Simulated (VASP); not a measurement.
# Ge (Ibca) in VASP: single point with PBEsol

Aim: the single point of Ge with PBEsol.

Everything below comes from runs of VASP 6.6.1. Logs are shortened: lines on timing, memory, paths and dates and some standing lists are left out, and cuts for length are marked.

## Step 1: The cell of the first run

It takes space group Ibca (No. 73, orthorhombic). The conventional cell has a = 6.523 Å, b = 6.939 Å, c = 7.356 Å, α = 90.00°, β = 90.00°, γ = 90.00°. Ge (site symmetry 1) has 4 Ge at 2.39 to 2.55 Å within 3.2 Å.

## Step 2: Single point, PBEsol (strain +0.0600 x Voigt [1, -1, 0, 0, 0, 0])

The input, INCAR:

```
SYSTEM = Ge
  PREC = Accurate
  ENCUT = 520
  EDIFF = 1E-6
  ISMEAR = 0
  SIGMA = 0.15
  LREAL = .False.
  LASPH = .True.
  NELM = 80
  ALGO = Fast
  ISIF = 2
  LWAVE = .False.
  LCHARG = .True.
  GGA = PS
  LELF = .True.
  LVHAR = .True.
  NBANDS = 66
```

The input, KPOINTS:

```
Automatic mesh
0
Gamma
  8 8 8
  0 0 0
```

The input, POSCAR:

```
Ge
1.0
   -3.6778428836      3.2614833118      3.4696630977
    3.6778428836     -3.2614833118      3.4696630977
    3.6778428836      3.2614833118     -3.4696630977
Ge
8
Direct
    0.5000000000      0.0000000000      0.7958385091
    0.7958385091      0.5000000000      0.0000000000
    0.0000000000      0.7958385091      0.5000000000
    0.7041614909      0.7041614909      0.7041614909
    0.5000000000      0.0000000000      0.2041614909
    0.2041614909      0.5000000000      0.0000000000
    0.0000000000      0.2041614909      0.5000000000
    0.2958385091      0.2958385091      0.2958385091
```

Potentials or basis: VASP PAW PBE potentials, release 64 (Ge_d).

Run with:

```bash
cat potpaw_PBE.64/Ge_d/POTCAR > POTCAR
mpirun -np 1 vasp_std > vasp.out
```

OUTCAR:

```text
SYSTEM = Ge
   PREC = Accurate
   ENCUT = 520
   EDIFF = 1E-6
   ISMEAR = 0
   LREAL = .False.
   LASPH = .True.
   NELM = 80
   ISIF = 2
   GGA = PS

 ion  position               nearest neighbor table
   1  0.500  0.000  0.796-   3 2.39   5 2.46   2 2.54   4 2.55
   2  0.796  0.500  0.000-   4 2.39   6 2.46   1 2.54   3 2.55
   3  0.000  0.796  0.500-   1 2.39   7 2.46   4 2.54   2 2.55
   4  0.704  0.704  0.704-   2 2.39   8 2.46   3 2.54   1 2.55
   5  0.500  0.000  0.204-   7 2.39   1 2.46   6 2.54   8 2.55
   6  0.204  0.500  0.000-   8 2.39   2 2.46   5 2.54   7 2.55
   7  0.000  0.204  0.500-   5 2.39   3 2.46   8 2.54   6 2.55
   8  0.296  0.296  0.296-   6 2.39   4 2.46   7 2.54   5 2.55

  LATTYP: Found a body centered orthorhombic cell.
 ALAT       =     6.5229666236
 B/A-ratio  =     1.0638297872
 C/A-ratio  =     1.1276595745

  Lattice vectors:

 A1 = (  -3.6778428836,  -3.2614833118,  -3.4696630977)
 A2 = (  -3.6778428836,   3.2614833118,   3.4696630977)
 A3 = (   3.6778428836,   3.2614833118,  -3.4696630977)

Analysis of symmetry for initial positions (statically):
=====================================================================
 Subroutine PRICEL returns:
 Original cell was already a primitive cell.

 Routine SETGRP: Setting up the symmetry group for a
 body centered orthorhombic supercell.

 Subroutine GETGRP returns: Found  8 space group operations
 (whereof  2 operations were pure point group operations)
 out of a pool of  8 trial point group operations.

The static configuration has the point symmetry S_2 .
 The point group associated with its full space group is D_2h.

Analysis of symmetry for dynamics (positions and initial velocities):
=====================================================================
 Subroutine PRICEL returns:
 Original cell was already a primitive cell.

 Routine SETGRP: Setting up the symmetry group for a
 body centered orthorhombic supercell.

 Subroutine GETGRP returns: Found  8 space group operations
 (whereof  2 operations were pure point group operations)
 out of a pool of  8 trial point group operations.

The dynamic configuration has the point symmetry S_2 .
 The point group associated with its full space group is D_2h.

 Subroutine INISYM returns: Found  8 space group operations
 (whereof  2 operations are pure point group operations),
 and found     1 'primitive' translations

[... 108 lines left out ...]
   EDIFFG = 0.1E-04   stopping-criterion for IOM
   NSW    =      0    number of steps for IOM
   IBRION =     -1    ionic relax: 0-MD 1-quasi-New 2-CG
   NFREE  =      0    steps in history (QN), initial steepest desc. (CG)
   ISIF   =      2    stress and relaxation
   ISYM   =      2    0-nonsym 1-usesym 2-fastsym
   POTIM  = 0.5000    time-step for ionic-motion
   TEBEG  =    0.0;   TEEND  =   0.0 temperature during run
   PSTRESS=    0.0 pullay stress
   NELECT =     112.0000    total number of electrons
   NUPDOWN=      -1.0000    fix difference up-down
   EMIN   =  10.00;   EMAX   =-10.00  energy-range for DOS
   EFERMI =   0.00;   METHOD = LEGACY
   ISMEAR =     0;   SIGMA  =   0.15  broadening in eV -4-tet -1-fermi 0-gaus
   EFERMI_NEDOS =   21; number of points for ismear=-14 and -15
   IALGO  =     68    algorithm
   IMIX   =      4    mixing-type and parameters
     AMIX     =   0.40;   BMIX     =  1.00
     AMIX_MAG =   1.60;   BMIX_MAG =  1.00
  volume/ion in A,a.u.               =      20.81       140.43
  Fermi-wavevector in a.u.,A,eV,Ry     =   1.434484  2.710781 27.997301  2.057744
  Thomas-Fermi vector in A             =   2.553887
   LORBIT       =      0    0 simple, 1 ext, 2 COOP (PROOUT), +10 PAW based schemes
   GGA     = PS    functional components
   LHFCALC =     F    Hartree Fock is set to
   AEXX    =    0.0000 exact exchange contribution
   IVDW    =     0    specifies the selected vdW correction
   LEPSILON=     F    determine dielectric tensor
   LRPA    =     F    only Hartree local field effects (RPA)
 non-spin polarized calculation
 RMM-DIIS sequential band-by-band and
 Gauss-broadening in eV      SIGMA  =   0.15
  energy-cutoff  :      520.00
  volume of cell :      166.48
 maximum number of plane-waves:      4513
 NGX is ok and might be reduce to    48
   NGX = 23   NGY = 23   NGZ = 23

 number of electron     112.0000001 magnetization

 Free energy of the ion-electron system (eV)
  ---------------------------------------------------
  ext. energy  EPLUGINS =         0.00000000
  ---------------------------------------------------
  free energy    TOTEN  =       -38.17237277 eV

  energy without entropy =      -38.15251269  energy(sigma->0) =      -38.16244273

 E-fermi :   5.5061     XC(G=0): -10.7105

 val. band max:        5.4987913024   @ k =   0.5000   0.5000   0.1250
 cond. band min:       5.5101017669   @ k =   0.5000  -0.3750   0.2500
 fundamental gap:      0.0113104645
 Fermi energy:         5.5061376199

 k-point     1 :       0.0000    0.0000    0.0000
  band No.  band energies     occupation
      1     -19.2629      2.00000
      2     -19.2569      2.00000
      3     -19.2357      2.00000
      4     -19.2095      2.00000
      5     -19.2087      2.00000
      6     -19.2050      2.00000
[... 1645 lines left out ...]
     65      10.1146      0.00000
     66      10.6640      0.00000

 [... further k-points ...]
[... 5 lines left out ...]
  --------------------------------------------------------------------------------------
  -------------------------------------------------------------------------------------
  Total       -5.8234101      7.1597626      1.2320302      0.0000000      0.0000000      0.0000000
  in kB      -56.0444136     68.9054497     11.8570406      0.0000000      0.0000000      0.0000000
  external PRESSURE =       8.2393589 kB  Pullay stress =       0.0000000 kB

 VOLUME and BASIS-vectors are now :
 -----------------------------------------------------------------------------
  energy-cutoff  :      520.00
  volume of cell :      166.48
      direct lattice vectors                 reciprocal lattice vectors
    -3.677842884  3.261483312  3.469663098     0.000000000  0.153304479  0.144106210
     3.677842884 -3.261483312  3.469663098     0.135949255  0.000000000  0.144106210
     3.677842884  3.261483312 -3.469663098     0.135949255  0.153304479  0.000000000

 POSITION                                       TOTAL-FORCE (eV/Angst)
 -----------------------------------------------------------------------------------
      1.08805      4.22636     -1.02646        -0.141304      0.500445      0.444159
     -1.08805      0.96487      4.49612         0.141304      0.500445     -0.444159
      4.76589     -0.96487      1.02646        -0.141304     -0.500445     -0.444159
      2.58980      2.29661      2.44320         0.141304     -0.500445      0.444159
     -1.08805      2.29661      1.02646         0.141304     -0.500445     -0.444159
      1.08805     -0.96487      2.44320        -0.141304     -0.500445      0.444159
      2.58980      0.96487     -1.02646         0.141304      0.500445      0.444159
      1.08805      0.96487      1.02646        -0.141304      0.500445     -0.444159
 -----------------------------------------------------------------------------------
    total drift:                                0.000000      0.000000      0.000000

  FREE ENERGIE OF THE ION-ELECTRON SYSTEM (eV)
  ---------------------------------------------------
  free  energy   TOTEN  =       -38.1723727677 eV

  energy  without entropy=      -38.1525126930  energy(sigma->0) =      -38.16244273
```

It took 14 min on 1 thread of Oxide Virtual Turin-like, shared host; peak memory 0.75 GiB.

Results:

* Free energy: -38.1724 eV
* Pressure: 0.8 GPa
* Largest force: 0.684 eV/Å
* Band gap on the k mesh: zero (bands 56 and 57 overlap by 0.80 eV)

Forces in eV/Å, atoms in the order of the input:
```
Ge  -0.141  0.500  0.444
Ge   0.141  0.500 -0.444
Ge  -0.141 -0.500 -0.444
Ge   0.141 -0.500  0.444
Ge   0.141 -0.500 -0.444
Ge  -0.141 -0.500  0.444
Ge   0.141  0.500  0.444
Ge  -0.141  0.500 -0.444
```

Levels at points of the mesh, in eV from the Fermi level:
| k point | band 54 | band 55 | band 56 | band 57 | band 58 | band 59 |
| --- | --- | --- | --- | --- | --- | --- |
| (0.00, 0.00, 0.00) | -1.99 | -1.22 | -0.04 | 0.61 | 1.60 | 2.74 |
| (0.50, 0.00, 0.00) | -1.81 | -1.45 | -1.45 | 0.60 | 0.60 | 1.57 |
| (0.00, 0.50, 0.00) | -1.93 | -0.97 | -0.97 | 0.54 | 0.54 | 1.83 |
| (0.50, 0.50, 0.00) | -1.62 | -0.77 | -0.77 | 0.10 | 0.10 | 1.96 |
| (0.50, 0.50, 0.50) | -1.58 | 0.09 | 0.59 | 0.72 | 1.28 | 1.81 |

Caveat: the cell differs from its parent crystal (strain +0.0600 x Voigt [1, -1, 0, 0, 0, 0]); the PAW data sets were made with another functional, which shifts forces and pressure a little.
